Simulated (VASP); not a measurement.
Here is a VASP 6.6.1 calculation.

File INCAR:

```
  PREC = Accurate
  ENCUT = 600
  EDIFF = 1E-7
  ISMEAR = 0
  SIGMA = 0.1
  LREAL = False
  LASPH = True
  NELM = 60
  ALGO = Normal
  ISIF = 3
  LWAVE = False
  LCHARG = False
  GGA = PE
  IBRION = 2
  NSW = 90
  EDIFFG = -0.04
```

KPOINTS

```
Automatic mesh
0
Gamma
  6 6 2
```

File POSCAR:

```
SiC2
1.0
    2.9360329653      0.0000000000      0.0000000000
   -1.4680164826      2.5426791343      0.0000000000
    0.0000000000      0.0000000000     13.4931789594
Si C
2 4
Direct
    0.6666666667      0.3333333333      0.8299276411
    0.6666666667      0.3333333333      0.1700723589
    0.3333333333      0.6666666667      0.8304185752
    0.3333333333      0.6666666667      0.1695814248
    0.3333333333      0.6666666667      0.5000000000
    0.6666666667      0.3333333333      0.5000000000
```

Potentials or basis: VASP PAW PBE potentials, release 64 (Si, C).

The run is started by

```bash
$ cat potpaw_PBE.64/Si/POTCAR potpaw_PBE.64/C/POTCAR > POTCAR
$ mpirun -np 1 vasp_std > vasp.out
```

**Question.** What does it give for the band gap on the k mesh?

**Answer.** 0.04 eV, indirect (the least direct gap lies 0.5 meV higher).

Forces in eV/Å, atoms in the order of the input:
```
Si   0.000  0.000 -0.019
Si   0.000  0.000  0.019
C    0.000  0.000  0.008
C    0.000  0.000 -0.008
C    0.000  0.000  0.000
C    0.000  0.000  0.000
```

Caveat: the relaxation stopped at its first step, so nothing moved. A k mesh can miss the band edges.
